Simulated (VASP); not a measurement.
# Br (Fd-3m) in VASP: a series of runs

Runs on Br. Level: PBE. Tasks: relaxation of cell and atoms.

Program: VASP 6.6.1. These are calculated values, not measurements. Logs are shortened: lines on timing, memory, paths and dates and some standing lists are left out, and cuts for length are marked.

## 1. The cell of the first run

The structure is cubic, space group Fd-3m (No. 227). Conventional cell: a = 6.480 Å, b = 6.480 Å, c = 6.480 Å, α = 90.00°, β = 90.00°, γ = 90.00°. Within 3.7 Å of Br (site symmetry -43m) lie 4 Br at 2.81 Å.

## 2. Relaxation of cell and atoms, PBE

INCAR

```
  PREC = Accurate
  ENCUT = 600
  EDIFF = 1E-6
  ISMEAR = -1
  SIGMA = 0.02
  LREAL = F
  LASPH = T
  NELM = 100
  ALGO = Normal
  ISIF = 3
  LWAVE = F
  LCHARG = F
  GGA = PE
  IBRION = 2
  NSW = 60
  EDIFFG = -0.03
```

KPOINTS

```
Automatic mesh
0
Gamma
  6 6 6
```

POSCAR

```
Br
1.0
    0.0000000000      3.2400000000      3.2400000000
    3.2400000000      0.0000000000      3.2400000000
    3.2400000000      3.2400000000      0.0000000000
Br
2
Direct
    0.0000000000      0.0000000000      0.0000000000
    0.2500000000      0.2500000000      0.2500000000
```

Potentials or basis: VASP PAW PBE potentials, release 64 (Br).

Command:

```
cat potpaw_PBE.64/Br/POTCAR > POTCAR
mpirun -np 1 vasp_std > vasp.out
```

OUTCAR:

```text
PREC = Accurate
   ENCUT = 600
   EDIFF = 1E-6
   ISMEAR = -1
   LREAL = F
   LASPH = T
   NELM = 100
   ISIF = 3
   GGA = PE
   IBRION = 2
   NSW = 60
   EDIFFG = -0.03

 ion  position               nearest neighbor table
   1  0.000  0.000  0.000-
   2  0.250  0.250  0.250-

  LATTYP: Found a face centered cubic cell.
 ALAT       =     6.4800000000

  Lattice vectors:

 A1 = (   0.0000000000,   3.2400000000,   3.2400000000)
 A2 = (   3.2400000000,   0.0000000000,   3.2400000000)
 A3 = (   3.2400000000,   3.2400000000,   0.0000000000)

Analysis of symmetry for initial positions (statically):
=====================================================================
 Subroutine PRICEL returns:
 Original cell was already a primitive cell.

 Routine SETGRP: Setting up the symmetry group for a
 face centered cubic supercell.

 Subroutine GETGRP returns: Found 48 space group operations
 (whereof 24 operations were pure point group operations)
 out of a pool of 48 trial point group operations.

The static configuration has the point symmetry T_d .
 The point group associated with its full space group is O_h .

Analysis of symmetry for dynamics (positions and initial velocities):
=====================================================================
 Subroutine PRICEL returns:
 Original cell was already a primitive cell.

 Routine SETGRP: Setting up the symmetry group for a
 face centered cubic supercell.

 Subroutine GETGRP returns: Found 48 space group operations
 (whereof 24 operations were pure point group operations)
 out of a pool of 48 trial point group operations.

The dynamic configuration has the point symmetry T_d .
 The point group associated with its full space group is O_h .

 Subroutine INISYM returns: Found 48 space group operations
 (whereof 24 operations are pure point group operations),
 and found     1 'primitive' translations

----------------------------------------------------------------------------------------

                                     Primitive cell

  volume of cell :      68.0244

  direct lattice vectors                    reciprocal lattice vectors
     0.000000000  3.240000000  3.240000000    -0.154320988  0.154320988  0.154320988
     3.240000000  0.000000000  3.240000000     0.154320988 -0.154320988  0.154320988
     3.240000000  3.240000000  0.000000000     0.154320988  0.154320988 -0.154320988

  length of vectors
     4.582051942  4.582051942  4.582051942     0.267291791  0.267291791  0.267291791

  position of ions in fractional coordinates (direct lattice)
     0.000000000  0.000000000  0.000000000
     0.250000000  0.250000000  0.250000000

  ion indices of the primitive-cell ions
   primitive index   ion index
                 1           1
                 2           2

----------------------------------------------------------------------------------------

 KPOINTS: Automatic mesh

Automatic generation of k-mesh.
 Grid dimensions read from file:
 generate k-points for:    6    6    6

 Generating k-lattice:

  Cartesian coordinates                     Fractional coordinates (reciprocal lattice)
    -0.025720165  0.025720165  0.025720165     0.166666667  0.000000000  0.000000000
     0.025720165 -0.025720165  0.025720165     0.000000000  0.166666667  0.000000000
     0.025720165  0.025720165 -0.025720165     0.000000000  0.000000000  0.166666667

  Length of vectors
     0.044548632  0.044548632  0.044548632

  Shift w.r.t. Gamma in fractional coordinates (k-lattice)
     0.000000000  0.000000000  0.000000000

 Subroutine IBZKPT returns following result:
 ===========================================

 Found     16 irreducible k-points:

 Following reciprocal coordinates:
            Coordinates               Weight
  0.000000  0.000000  0.000000      1.000000
  0.166667  0.000000  0.000000      8.000000
  0.333333  0.000000  0.000000      8.000000
  0.500000  0.000000  0.000000      4.000000
  0.166667  0.166667  0.000000      6.000000
  0.333333  0.166667  0.000000     24.000000
[... 8 lines left out ...]
 -0.333333  0.333333  0.166667     24.000000
 -0.333333  0.500000  0.166667     12.000000
   k-points           NKPTS =     16   k-points in BZ     NKDIM =     16   number of bands    NBANDS=     11
   number of dos      NEDOS =    301   number of ions     NIONS =      2
   total plane-waves  NPLWV =  64000
   dimension x,y,z NGX =    40 NGY =   40 NGZ =   40
   dimension x,y,z NGXF=    80 NGYF=   80 NGZF=   80
   ions per type =               2
   NGX,Y,Z   is equivalent  to a cutoff of  14.51, 14.51, 14.51 a.u.
   NGXF,Y,Z  is equivalent  to a cutoff of  29.03, 29.03, 29.03 a.u.
 SYSTEM =  unknown system
   PREC   = accura    normal or accurate (medium, high low for compatibility)
   ISTART =      0    job   : 0-new  1-cont  2-samecut
   ICHARG =      2    charge: 1-file 2-atom 10-const
   ISPIN  =      1    spin polarized calculation?
   LNONCOLLINEAR =      F non collinear calculations
   LSORBIT =      F    spin-orbit coupling
   LASPH  =      T    aspherical Exc in radial PAW
   ENCUT  =  600.0 eV  44.10 Ry    6.64 a.u.   9.15  9.15  9.15*2*pi/ulx,y,z
   NELM   =    100;   NELMIN=  2; NELMDL= -5     # of ELM steps
   EDIFF  = 0.1E-05   stopping-criterion for ELM
   LREAL  =      F    real-space projection
   EDIFFG = -.3E-01   stopping-criterion for IOM
   NSW    =     60    number of steps for IOM
   IBRION =      2    ionic relax: 0-MD 1-quasi-New 2-CG
   NFREE  =      1    steps in history (QN), initial steepest desc. (CG)
   ISIF   =      3    stress and relaxation
   ISYM   =      2    0-nonsym 1-usesym 2-fastsym
   POTIM  = 0.5000    time-step for ionic-motion
   TEBEG  =    0.0;   TEEND  =   0.0 temperature during run
   PSTRESS=    0.0 pullay stress
   NELECT =      14.0000    total number of electrons
   NUPDOWN=      -1.0000    fix difference up-down
   EMIN   =  10.00;   EMAX   =-10.00  energy-range for DOS
   EFERMI =   0.00;   METHOD = LEGACY
   ISMEAR =    -1;   SIGMA  =   0.02  broadening in eV -4-tet -1-fermi 0-gaus
   EFERMI_NEDOS =   21; number of points for ismear=-14 and -15
   IALGO  =     38    algorithm
   IMIX   =      4    mixing-type and parameters
     AMIX     =   0.40;   BMIX     =  1.00
     AMIX_MAG =   1.60;   BMIX_MAG =  1.00
  volume/ion in A,a.u.               =      34.01       229.53
  Fermi-wavevector in a.u.,A,eV,Ry     =   0.966561  1.826535 12.711103  0.934240
  Thomas-Fermi vector in A             =   2.096373
   LORBIT       =      0    0 simple, 1 ext, 2 COOP (PROOUT), +10 PAW based schemes
   GGA     = PE    functional components
   LHFCALC =     F    Hartree Fock is set to
   AEXX    =    0.0000 exact exchange contribution
   IVDW    =     0    specifies the selected vdW correction
   LEPSILON=     F    determine dielectric tensor
   LRPA    =     F    only Hartree local field effects (RPA)
 conjugate gradient relaxation of ions
 non-spin polarized calculation
  energy-cutoff  :      600.00
  volume of cell :       68.02
 maximum number of plane-waves:      2285
 NGX is ok and might be reduce to    40
   NGX = 19   NGY = 19   NGZ = 19

--------------------------------------- Ionic step        1  -------------------------------------------

 number of electron      14.0000001 magnetization

 Free energy of the ion-electron system (eV)
  ---------------------------------------------------
  ext. energy  EPLUGINS =         0.00000000
  ---------------------------------------------------
  free energy    TOTEN  =        -1.72711237 eV

  energy without entropy =       -1.72079212  energy(sigma->0) =       -1.72395225

 E-fermi :   0.7126     XC(G=0):  -7.6975

 val. band max:        0.6896166287   @ k =  -0.3333   0.3333   0.0000
 cond. band min:       0.7378159865   @ k =  -0.3333   0.1667   0.0000
 fundamental gap:      0.0481993577
 Fermi energy:         0.7125898728

 k-point     1 :       0.0000    0.0000    0.0000
  band No.  band energies     occupation
      1     -15.7078      2.00000
      2     -12.4089      2.00000
      3      -3.0286      2.00000
      4      -3.0286      2.00000
      5      -3.0286      2.00000
      6      -0.6629      2.00000
      7      -0.6629      2.00000
      8      -0.6629      2.00000
      9       5.5780      0.00000
     10       9.2317      0.00000
     11       9.2317      0.00000

 k-point     2 :       0.1667    0.0000    0.0000
  band No.  band energies     occupation
      1     -15.5779      2.00000
      2     -12.6307      2.00000
      3      -3.1912      2.00000
      4      -3.1912      2.00000
      5      -3.1613      2.00000
      6      -0.4379      2.00000
      7      -0.4262      2.00000
      8      -0.4262      2.00000
      9       6.2312      0.00000
     10       8.8108      0.00000
     11       8.8108      0.00000

 k-point     3 :       0.3333    0.0000    0.0000
  band No.  band energies     occupation
      1     -15.2500      2.00000
      2     -13.1336      2.00000
      3      -3.4640      2.00000
      4      -3.4510      2.00000
      5      -3.4510      2.00000
      6      -0.0295      2.00000
      7      -0.0295      2.00000
      8       0.2211      2.00000
      9       7.3267      0.00000
     10       8.8039      0.00000
     11       8.8039      0.00000
[... 265 lines left out ...]
 VOLUME and BASIS-vectors are now :
 -----------------------------------------------------------------------------
  energy-cutoff  :      600.00
  volume of cell :       86.87
      direct lattice vectors                 reciprocal lattice vectors
    -0.000000000  3.515185443  3.515185443    -0.142240006  0.142240006  0.142240006
     3.515185443 -0.000000000  3.515185443     0.142240006 -0.142240006  0.142240006
     3.515185443  3.515185443 -0.000000000     0.142240006  0.142240006 -0.142240006

 POSITION                                       TOTAL-FORCE (eV/Angst)
 -----------------------------------------------------------------------------------
      0.00000     -0.00000      0.00000        -0.000000     -0.000000     -0.000000
      1.75759      1.75759      1.75759         0.000000      0.000000      0.000000
 -----------------------------------------------------------------------------------
    total drift:                               -0.000000      0.000000      0.000000

  FREE ENERGIE OF THE ION-ELECTRON SYSTEM (eV)
  ---------------------------------------------------
  free  energy   TOTEN  =        -2.0061736495 eV

  energy  without entropy=       -1.9978223959  energy(sigma->0) =       -2.00199802

--------------------------------------- Ionic step        4  -------------------------------------------

 number of electron      13.9999997 magnetization

 Free energy of the ion-electron system (eV)
  ---------------------------------------------------
  ext. energy  EPLUGINS =         0.00000000
  ---------------------------------------------------
  free energy    TOTEN  =        -2.00700076 eV

  energy without entropy =       -1.99880547  energy(sigma->0) =       -2.00290312

 E-fermi :  -1.2813     XC(G=0):  -6.7866

 val. band max:       -1.2920966573   @ k =  -0.3333   0.3333   0.0000
 cond. band min:      -1.2574037299   @ k =  -0.3333   0.1667   0.0000
 fundamental gap:      0.0346929274
 Fermi energy:        -1.2812723722

 k-point     1 :       0.0000    0.0000    0.0000
  band No.  band energies     occupation
      1     -16.3310      2.00000
      2     -14.3612      2.00000
      3      -3.9814      2.00000
      4      -3.9814      2.00000
      5      -3.9814      2.00000
      6      -2.1639      2.00000
      7      -2.1639      2.00000
      8      -2.1639      2.00000
      9       3.9254      0.00000
     10       7.8114      0.00000
     11       7.8114      0.00000

 k-point     2 :       0.1667    0.0000    0.0000
  band No.  band energies     occupation
      1     -16.2471      2.00000
      2     -14.4782      2.00000
      3      -4.0954      2.00000
      4      -4.0954      2.00000
      5      -4.0882      2.00000
      6      -2.0457      2.00000
      7      -2.0077      2.00000
      8      -2.0077      2.00000
      9       4.4464      0.00000
     10       7.4475      0.00000
     11       7.4475      0.00000

 k-point     3 :       0.3333    0.0000    0.0000
  band No.  band energies     occupation
      1     -16.0378      2.00000
      2     -14.7523      2.00000
      3      -4.3224      2.00000
      4      -4.2821      2.00000
      5      -4.2821      2.00000
      6      -1.7407      2.00000
      7      -1.7407      2.00000
      8      -1.7023      2.00000
      9       5.4736      0.00000
     10       7.3733      0.00000
     11       7.3733      0.00000
[... 193 lines left out ...]
 VOLUME and BASIS-vectors are now :
 -----------------------------------------------------------------------------
  energy-cutoff  :      600.00
  volume of cell :       85.75
      direct lattice vectors                 reciprocal lattice vectors
    -0.000000000  3.500023691  3.500023691    -0.142856176  0.142856176  0.142856176
     3.500023691 -0.000000000  3.500023691     0.142856176 -0.142856176  0.142856176
     3.500023691  3.500023691 -0.000000000     0.142856176  0.142856176 -0.142856176

 POSITION                                       TOTAL-FORCE (eV/Angst)
 -----------------------------------------------------------------------------------
      0.00000      0.00000      0.00000         0.000000      0.000000      0.000000
      1.75001      1.75001      1.75001        -0.000000     -0.000000     -0.000000
 -----------------------------------------------------------------------------------
    total drift:                               -0.000000      0.000000      0.000000

  FREE ENERGIE OF THE ION-ELECTRON SYSTEM (eV)
  ---------------------------------------------------
  free  energy   TOTEN  =        -2.0070007610 eV

  energy  without entropy=       -1.9988054722  energy(sigma->0) =       -2.00290312

 reached required accuracy - stopping structural energy minimisation
```

It took 2.7 min on 1 thread of Intel Xeon 8259CL, shared host; peak memory 0.24 GiB.

What came out:

- Free energy: -2.0070 eV
- Relaxed volume: 42.88 Å³/atom
- Relaxed cell: a = 4.950 Å, b = 4.950 Å, c = 4.950 Å, α = 60.00°, β = 60.00°, γ = 60.00°
- Space group after relaxing (to 0.1 Å): Fd-3m (No. 227)
- Energy gained by relaxing: 139.9 meV/atom
- Ionic steps: 4
- Pressure after relaxing: 0.0 GPa
- Band gap on the k mesh: zero (bands 7 and 8 overlap by 1.20 eV)

The path:
```tsv
step	energy change (eV)	largest force (eV/Å)	pressure (GPa)	volume (Å³)
1	0.0000	0.0000	6.36	68.02
2	-0.2725	0.0000	0.72	82.20
3	-0.2791	0.0000	-0.21	86.87
4	-0.2799	0.0000	-0.02	85.75
```

Final structure:
```
CELL_PARAMETERS angstrom
0.00000 3.50002 3.50002
3.50002 0.00000 3.50002
3.50002 3.50002 0.00000
ATOMIC_POSITIONS crystal
Br 0.00000 0.00000 0.00000
Br 0.25000 0.25000 0.25000
```

Caveat: the volume moved by over 15 % at a fixed basis, so the end points are rough.

## 3. Relaxation of cell and atoms, PBE

This run uses another cell than the first one, of 42.82 Å³/atom.

INCAR

```
SYSTEM = Br
PREC = Accurate
ENCUT = 600
EDIFF = 1E-6
ISMEAR = -1
SIGMA = 0.02
LREAL = .FALSE.
LASPH = .TRUE.
NELM = 80
ALGO = Normal
ISIF = 3
LWAVE = .FALSE.
LCHARG = .FALSE.
GGA = PE
IBRION = 2
NSW = 60
EDIFFG = -0.03
```

KPOINTS

```
Automatic mesh
0
G
  6 6 6
  0 0 0
```

POSCAR

```
Br
1.0
    0.0000000000      3.4986199073      3.4986199073
    3.4986199073      0.0000000000      3.4986199073
    3.4986199073      3.4986199073      0.0000000000
Br
2
Direct
    0.0000000000      0.0000000000      0.0000000000
    0.2500000000      0.2500000000      0.2500000000
```

Potentials or basis: VASP PAW PBE potentials, release 64 (Br).

Command:

```
cat potpaw_PBE.64/Br/POTCAR > POTCAR
mpirun -np 1 vasp_std > vasp.out
```

It used 35 s of CPU time on 1 thread of Intel Xeon 8259CL, with other jobs on the host.

It converged, with:

```yaml
Free_energy: -2.0074 eV
Pressure_after_relaxing: 0.0 GPa
Band_gap_on_the_k_mesh: zero (bands 7 and 8 overlap by 1.21 eV)
```

Final structure:
```cif
data_structure
_symmetry_space_group_name_H-M 'P 1'
_symmetry_Int_Tables_number 1
_cell_length_a 4.9478
_cell_length_b 4.9478
_cell_length_c 4.9478
_cell_angle_alpha 60.000
_cell_angle_beta 60.000
_cell_angle_gamma 60.000
_cell_volume 85.65
loop_
_atom_site_label
_atom_site_type_symbol
_atom_site_fract_x
_atom_site_fract_y
_atom_site_fract_z
_atom_site_occupancy
Br1 Br 0.00000 0.00000 0.00000 1
Br2 Br 0.25000 0.25000 0.25000 1
```

Levels at points of the mesh, in eV from the Fermi level:
| k point | band 3 | band 4 | band 5 | band 6 | band 7 | band 8 | band 9 | band 10 | band 11 |
| --- | --- | --- | --- | --- | --- | --- | --- | --- | --- |
| (0.00, 0.00, 0.00) | -2.70 | -2.70 | -2.70 | -0.88 | -0.88 | -0.88 | 5.20 | 9.09 | 9.09 |
| (0.50, 0.00, 0.00) | -3.16 | -3.09 | -3.09 | -0.34 | -0.34 | -0.20 | 7.61 | 7.80 | 8.87 |
| (0.50, 0.50, 0.00) | -3.49 | -3.49 | -1.85 | -1.85 | 0.32 | 0.32 | 7.12 | 7.12 | 10.60 |

Caveat: the relaxation stopped at its first step, so nothing moved.

The gap in the log of VASP goes by the Fermi energy; the results here count the filled bands.